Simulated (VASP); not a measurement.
# Al (Fm-3m) in VASP: further runs

Runs on Al. Level: PBE. Tasks: single point, relaxation of cell and atoms.

All numbers are computed with VASP 6.6.1; they aren't measurements. Logs are shortened: lines on timing, memory, paths and dates and some standing lists are left out, and cuts for length are marked.

## Step 1: The cell of the first run

Symmetry: Fm-3m, No. 225, cubic system. The conventional cell has a = 4.041 Å, b = 4.041 Å, c = 4.041 Å, α = 90.00°, β = 90.00°, γ = 90.00°. Al (site symmetry m-3m) has 12 Al at 2.86 Å within 3.8 Å.

## Step 2: Single point, PBE

Input file INCAR:

```
SYSTEM = Al
ALGO     = Fast           ! electronic algorithm
EDIFF    = 1E-6           ! SCF threshold, eV
ENCUT    = 520            ! plane-wave cutoff, eV
GGA      = PE             ! functional
ISIF     = 2              ! what is computed and relaxed
ISMEAR   = 0              ! smearing method
LASPH    = .True.         ! aspherical terms in the spheres
LCHARG   = .False.        ! write CHGCAR
LREAL    = .False.        ! projectors in reciprocal space
LWAVE    = .False.        ! write WAVECAR
NBANDS   = 8              ! bands
NELM     = 80             ! most SCF steps
PREC     = Accurate       ! precision mode
SIGMA    = 0.1            ! smearing width, eV
```

Input file KPOINTS:

```
k-points
0
Gamma
  18 18 18
  0 0 0
```

Input file POSCAR:

```
Al
1.0
    0.0000000000      2.0207284184      2.0207284184
    2.0207284184      0.0000000000      2.0207284184
    2.0207284184      2.0207284184      0.0000000000
Al
1
Direct
    0.0000000000      0.0000000000      0.0000000000
```

Potentials or basis: VASP PAW PBE potentials, release 64 (Al).

Launch:

```console
$ cat potpaw_PBE.64/Al/POTCAR > POTCAR
$ mpirun -np 1 vasp_std > vasp.out
```

OUTCAR:

```text
SYSTEM = Al
   EDIFF = 1E-6
   ENCUT = 520
   GGA = PE
   ISIF = 2
   ISMEAR = 0
   LASPH = .True.
   LREAL = .False.
   NELM = 80
   PREC = Accurate

 ion  position               nearest neighbor table
   1  0.000  0.000  0.000-

  LATTYP: Found a face centered cubic cell.
 ALAT       =     4.0414568368

  Lattice vectors:

 A1 = (   0.0000000000,   2.0207284184,   2.0207284184)
 A2 = (   2.0207284184,   0.0000000000,   2.0207284184)
 A3 = (   2.0207284184,   2.0207284184,   0.0000000000)

Analysis of symmetry for initial positions (statically):
=====================================================================
 Subroutine PRICEL returns:
 Original cell was already a primitive cell.

 Routine SETGRP: Setting up the symmetry group for a
 face centered cubic supercell.

 Subroutine GETGRP returns: Found 48 space group operations
[... 9 lines left out ...]

 Routine SETGRP: Setting up the symmetry group for a
 face centered cubic supercell.

 Subroutine GETGRP returns: Found 48 space group operations
 (whereof 48 operations were pure point group operations)
 out of a pool of 48 trial point group operations.

The dynamic configuration has the point symmetry O_h .

 Subroutine INISYM returns: Found 48 space group operations
 (whereof 48 operations are pure point group operations),
 and found     1 'primitive' translations

----------------------------------------------------------------------------------------

                                     Primitive cell

  volume of cell :      16.5027

  direct lattice vectors                    reciprocal lattice vectors
     0.000000000  2.020728418  2.020728418    -0.247435526  0.247435526  0.247435526
     2.020728418  0.000000000  2.020728418     0.247435526 -0.247435526  0.247435526
     2.020728418  2.020728418  0.000000000     0.247435526  0.247435526 -0.247435526

  length of vectors
     2.857741535  2.857741535  2.857741535     0.428570903  0.428570903  0.428570903

  position of ions in fractional coordinates (direct lattice)
     0.000000000  0.000000000  0.000000000

  ion indices of the primitive-cell ions
   primitive index   ion index
                 1           1

----------------------------------------------------------------------------------------

 KPOINTS: k-points

Automatic generation of k-mesh.
 Grid dimensions read from file:
 generate k-points for:   18   18   18

 Generating k-lattice:

  Cartesian coordinates                     Fractional coordinates (reciprocal lattice)
    -0.013746418  0.013746418  0.013746418     0.055555556  0.000000000  0.000000000
     0.013746418 -0.013746418  0.013746418     0.000000000  0.055555556  0.000000000
     0.013746418  0.013746418 -0.013746418     0.000000000  0.000000000  0.055555556

  Length of vectors
     0.023809495  0.023809495  0.023809495

  Shift w.r.t. Gamma in fractional coordinates (k-lattice)
     0.000000000  0.000000000  0.000000000

 Subroutine IBZKPT returns following result:
 ===========================================

 Found    195 irreducible k-points:

 Following reciprocal coordinates:
            Coordinates               Weight
  0.000000  0.000000  0.000000      1.000000
  0.055556  0.000000  0.000000      8.000000
  0.111111  0.000000  0.000000      8.000000
  0.166667  0.000000  0.000000      8.000000
  0.222222  0.000000  0.000000      8.000000
  0.277778  0.000000  0.000000      8.000000
[... 16 lines left out ...]
 -0.277778  0.055556  0.000000     24.000000
 -0.222222  0.055556  0.000000     24.000000
 [... further k-points ...]
   k-points           NKPTS =    195   k-points in BZ     NKDIM =    195   number of bands    NBANDS=      8
   number of dos      NEDOS =    301   number of ions     NIONS =      1
   total plane-waves  NPLWV =  13824
   dimension x,y,z NGX =    24 NGY =   24 NGZ =   24
   dimension x,y,z NGXF=    48 NGYF=   48 NGZF=   48
   ions per type =               1
   NGX,Y,Z   is equivalent  to a cutoff of  13.96, 13.96, 13.96 a.u.
   NGXF,Y,Z  is equivalent  to a cutoff of  27.92, 27.92, 27.92 a.u.
 SYSTEM =  Al
   PREC   = accura    normal or accurate (medium, high low for compatibility)
   ISTART =      0    job   : 0-new  1-cont  2-samecut
   ICHARG =      2    charge: 1-file 2-atom 10-const
   ISPIN  =      1    spin polarized calculation?
   LNONCOLLINEAR =      F non collinear calculations
   LSORBIT =      F    spin-orbit coupling
   LASPH  =      T    aspherical Exc in radial PAW
   ENCUT  =  520.0 eV  38.22 Ry    6.18 a.u.   5.31  5.31  5.31*2*pi/ulx,y,z
   NELM   =     80;   NELMIN=  2; NELMDL= -5     # of ELM steps
   EDIFF  = 0.1E-05   stopping-criterion for ELM
   LREAL  =      F    real-space projection
   EDIFFG = 0.1E-04   stopping-criterion for IOM
   NSW    =      0    number of steps for IOM
   IBRION =     -1    ionic relax: 0-MD 1-quasi-New 2-CG
   NFREE  =      0    steps in history (QN), initial steepest desc. (CG)
   ISIF   =      2    stress and relaxation
   ISYM   =      2    0-nonsym 1-usesym 2-fastsym
   POTIM  = 0.5000    time-step for ionic-motion
   TEBEG  =    0.0;   TEEND  =   0.0 temperature during run
   PSTRESS=    0.0 pullay stress
   NELECT =       3.0000    total number of electrons
   NUPDOWN=      -1.0000    fix difference up-down
   EMIN   =  10.00;   EMAX   =-10.00  energy-range for DOS
   EFERMI =   0.00;   METHOD = LEGACY
   ISMEAR =     0;   SIGMA  =   0.10  broadening in eV -4-tet -1-fermi 0-gaus
   EFERMI_NEDOS =   21; number of points for ismear=-14 and -15
   IALGO  =     68    algorithm
   IMIX   =      4    mixing-type and parameters
     AMIX     =   0.40;   BMIX     =  1.00
     AMIX_MAG =   1.60;   BMIX_MAG =  1.00
  volume/ion in A,a.u.               =      16.50       111.37
  Fermi-wavevector in a.u.,A,eV,Ry     =   0.927393  1.752519 11.701805  0.860058
  Thomas-Fermi vector in A             =   2.053458
   LORBIT       =      0    0 simple, 1 ext, 2 COOP (PROOUT), +10 PAW based schemes
   GGA     = PE    functional components
   LHFCALC =     F    Hartree Fock is set to
   AEXX    =    0.0000 exact exchange contribution
   IVDW    =     0    specifies the selected vdW correction
   LEPSILON=     F    determine dielectric tensor
   LRPA    =     F    only Hartree local field effects (RPA)
 non-spin polarized calculation
 RMM-DIIS sequential band-by-band and
 Gauss-broadening in eV      SIGMA  =   0.10
  energy-cutoff  :      520.00
  volume of cell :       16.50
 maximum number of plane-waves:       459
 NGX is ok and might be reduce to    24
   NGX = 11   NGY = 11   NGZ = 11

 number of electron       3.0000000 magnetization

 Free energy of the ion-electron system (eV)
  ---------------------------------------------------
  ext. energy  EPLUGINS =         0.00000000
  ---------------------------------------------------
  free energy    TOTEN  =        -3.74453105 eV

  energy without entropy =       -3.74160773  energy(sigma->0) =       -3.74306939

 E-fermi :   7.9898     XC(G=0): -10.1959

 val. band max:        7.9834795298   @ k =  -0.2778   0.2778   0.0556
 cond. band min:       7.9907657333   @ k =  -0.2778   0.5000   0.2222
 fundamental gap:      0.0072862035
 Fermi energy:         7.9897657912

 k-point     1 :       0.0000    0.0000    0.0000
  band No.  band energies     occupation
      1      -3.1347      2.00000
      2      20.6169      0.00000
      3      20.6169      0.00000
      4      20.6169      0.00000
      5      22.1077      0.00000
      6      22.1077      0.00000
      7      22.1077      0.00000
      8      24.4633      0.00000

 k-point     2 :       0.0556    0.0000    0.0000
  band No.  band energies     occupation
      1      -3.0508      2.00000
      2      19.0990      0.00000
      3      20.3047      0.00000
      4      20.3047      0.00000
      5      22.5506      0.00000
      6      22.5506      0.00000
      7      22.6831      0.00000
      8      25.3461      0.00000

 k-point     3 :       0.1111    0.0000    0.0000
  band No.  band energies     occupation
      1      -2.7994      2.00000
      2      16.8767      0.00000
      3      19.7929      0.00000
      4      19.7929      0.00000
      5      22.7464      0.00000
      6      23.4240      0.00000
      7      23.4240      0.00000
      8      25.9145      0.00000

 k-point     4 :       0.1667    0.0000    0.0000
  band No.  band energies     occupation
      1      -2.3814      2.00000
      2      14.6398      0.00000
      3      19.3473      0.00000
      4      19.3473      0.00000
      5      22.5842      0.00000
      6      24.0277      0.00000
      7      24.0277      0.00000
      8      25.2700      0.00000

 k-point     5 :       0.2222    0.0000    0.0000
  band No.  band energies     occupation
      1      -1.7982      2.00000
      2      12.4790      0.00000
      3      19.0200      0.00000
      4      19.0200      0.00000
      5      22.4138      0.00000
      6      23.2563      0.00000
      7      23.2563      0.00000
      8      26.2070      0.00000

 k-point     6 :       0.2778    0.0000    0.0000
  band No.  band energies     occupation
      1      -1.0519      2.00000
      2      10.4253      0.00000
      3      18.8247      0.00000
      4      18.8247      0.00000
      5      22.2643      0.00000
      6      22.2643      0.00000
      7      22.3151      0.00000
      8      26.2641      0.00000

 k-point     7 :       0.3333    0.0000    0.0000
  band No.  band energies     occupation
      1      -0.1450      2.00000
      2       8.4942      0.00000
      3      18.7665      0.00000
      4      18.7665      0.00000
      5      21.3598      0.00000
      6      21.3598      0.00000
      7      22.3279      0.00000
      8      25.3305      0.00000

 k-point     8 :       0.3889    0.0000    0.0000
  band No.  band energies     occupation
      1       0.9196      2.00000
      2       6.6950      2.00000
      3      18.8476      0.00000
      4      18.8476      0.00000
      5      20.5806      0.00000
      6      20.5806      0.00000
      7      22.4732      0.00000
      8      24.4965      0.00000

 k-point     9 :       0.4444    0.0000    0.0000
  band No.  band energies     occupation
      1       2.1376      2.00000
      2       5.0352      2.00000
      3      19.0690      0.00000
      4      19.0690      0.00000
      5      19.9374      0.00000
      6      19.9374      0.00000
      7      22.7597      0.00000
      8      23.7854      0.00000

 k-point    10 :       0.5000    0.0000    0.0000
  band No.  band energies     occupation
      1       3.4062      2.00000
      2       3.6192      2.00000
      3      19.4069      0.00000
      4      19.4069      0.00000
      5      19.4586      0.00000
      6      19.4586      0.00000
      7      23.1244      0.00000
      8      23.2774      0.00000
[... 78 lines left out ...]
 k-point    18 :       0.4444    0.0556    0.0000
  band No.  band energies     occupation
      1       1.7869      2.00000
      2       5.6422      2.00000
      3      17.8871      0.00000
      4      18.4809      0.00000
      5      19.2978      0.00000
      6      21.3545      0.00000
      7      23.5954      0.00000
      8      24.6041      0.00000

 k-point    19 :       0.5000    0.0556    0.0000
  band No.  band energies     occupation
      1       3.0982      2.00000
      2       4.0855      2.00000
      3      17.9201      0.00000
      4      18.2024      0.00000
      5      19.6273      0.00000
      6      20.8075      0.00000
      7      23.9111      0.00000
      8      24.0510      0.00000

 k-point    20 :      -0.4444    0.0556    0.0000
  band No.  band energies     occupation
      1       2.6475      2.00000
      2       4.5853      2.00000
      3      17.5028      0.00000
      4      18.6595      0.00000
      5      20.1001      0.00000
      6      20.3997      0.00000
      7      23.5115      0.00000
      8      24.4867      0.00000

 k-point    21 :      -0.3889    0.0556    0.0000
  band No.  band energies     occupation
      1       1.3810      2.00000
      2       6.1948      2.00000
      3      17.2303      0.00000
      4      19.2558      0.00000
      5      20.1343      0.00000
      6      20.7134      0.00000
      7      23.1816      0.00000
      8      25.1247      0.00000

 k-point    22 :      -0.3333    0.0556    0.0000
  band No.  band energies     occupation
      1       0.2654      2.00000
      2       7.9462      1.46202
      3      17.1029      0.00000
      4      19.9107      0.00000
      5      20.0894      0.00000
      6      21.4612      0.00000
      7      22.9917      0.00000
      8      25.8744      0.00000

 k-point    23 :      -0.2778    0.0556    0.0000
  band No.  band energies     occupation
      1      -0.6939      2.00000
      2       9.8309      0.00000
      3      17.1204      0.00000
      4      19.9909      0.00000
      5      20.8910      0.00000
      6      22.3255      0.00000
      7      22.9440      0.00000
      8      26.6648      0.00000

 k-point    24 :      -0.2222    0.0556    0.0000
  band No.  band energies     occupation
      1      -1.4937      2.00000
      2      11.8391      0.00000
      3      17.2823      0.00000
      4      20.1336      0.00000
      5      21.8790      0.00000
      6      22.9295      0.00000
      7      23.3767      0.00000
      8      25.5788      0.00000

 [... further k-points ...]
[... 5 lines left out ...]
  --------------------------------------------------------------------------------------
  -------------------------------------------------------------------------------------
  Total       -0.0048114     -0.0048114     -0.0048114      0.0000000      0.0000000      0.0000000
  in kB       -0.4671219     -0.4671219     -0.4671219      0.0000000      0.0000000      0.0000000
  external PRESSURE =      -0.4671219 kB  Pullay stress =       0.0000000 kB

 VOLUME and BASIS-vectors are now :
 -----------------------------------------------------------------------------
  energy-cutoff  :      520.00
  volume of cell :       16.50
      direct lattice vectors                 reciprocal lattice vectors
     0.000000000  2.020728418  2.020728418    -0.247435526  0.247435526  0.247435526
     2.020728418  0.000000000  2.020728418     0.247435526 -0.247435526  0.247435526
     2.020728418  2.020728418  0.000000000     0.247435526  0.247435526 -0.247435526

 POSITION                                       TOTAL-FORCE (eV/Angst)
 -----------------------------------------------------------------------------------
      0.00000      0.00000      0.00000         0.000000      0.000000      0.000000
 -----------------------------------------------------------------------------------
    total drift:                               -0.000000      0.000000      0.000000

  FREE ENERGIE OF THE ION-ELECTRON SYSTEM (eV)
  ---------------------------------------------------
  free  energy   TOTEN  =        -3.7445310550 eV

  energy  without entropy=       -3.7416077255  energy(sigma->0) =       -3.74306939
```

Run time: 12 s. Hardware: 1 thread of Intel Xeon Platinum 8488C (Sapphire Rapids), shared host; peak memory 0.14 GiB.

What came out:

```yaml
Free_energy: -3.7445 eV
Pressure: 0.0 GPa
```

## Step 3: Relaxation of cell and atoms, PBE

This run uses another cell than the first one, of 16.60 Å³/atom, 1.006 times its volume.

Input file INCAR:

```
SYSTEM = Al
PREC = Accurate
ENCUT = 600
EDIFF = 1E-7
ISMEAR = 0
SIGMA = 0.1
LREAL = .FALSE.
LASPH = .TRUE.
NELM = 100
ALGO = Normal
ISIF = 3
LWAVE = .FALSE.
LCHARG = .FALSE.
GGA = PE
IBRION = 2
NSW = 100
EDIFFG = -0.002
```

Input file KPOINTS:

```
regular mesh
0
G
  18 18 18
  0 0 0
```

Input file POSCAR:

```
Al
1.0
    0.0000000000      2.0248050000      2.0248050000
    2.0248050000      0.0000000000      2.0248050000
    2.0248050000      2.0248050000      0.0000000000
Al
1
Direct
    0.0000000000      0.0000000000      0.0000000000
```

Potentials or basis: VASP PAW PBE potentials, release 64 (Al).

Launch:

```console
$ cat potpaw_PBE.64/Al/POTCAR > POTCAR
$ mpirun -np 1 vasp_std > vasp.out
```

Wall time 13 s (1 thread of Intel Xeon Platinum 8488C (Sapphire Rapids), shared host); peak memory 0.14 GiB.

Results (log left out):

```
Free energy                            : -3.7446 eV
Relaxed volume                         : 16.49 Å³/atom
Relaxed cell                           : a = 2.857 Å, b = 2.857 Å, c = 2.857 Å, α = 60.00°, β = 60.00°, γ = 60.00°
Space group after relaxing (to 0.05 Å) : Fm-3m (No. 225)
Energy gained by relaxing              : 0.2 meV/atom
Ionic steps                            : 3
Pressure after relaxing                : 0.0 GPa
```

Step by step:
```
step  energy change (eV)  largest force (eV/Å)  pressure (GPa)  volume (Å³)
   1              0.0000                0.0000           -0.50        16.60
   2             -0.0002                0.0000            0.07        16.48
   3             -0.0002                0.0000            0.00        16.49
```

Final structure:
```
Al
1.0
     0.00000    2.02034    2.02034
     2.02034    0.00000    2.02034
     2.02034    2.02034    0.00000
Al
1
Direct
  0.00000 0.00000 0.00000
```

Levels at points of the mesh, in eV from the Fermi level:
```tsv
k point	band 1	band 2	band 3	band 4	band 5
(0.00, 0.00, 0.00)	-11.13	12.63	12.63	12.63	14.13
(0.50, 0.00, 0.00)	-4.59	-4.37	11.42	11.42	11.47
(0.50, 0.50, 0.00)	-2.92	-1.59	5.27	5.61	5.61
```
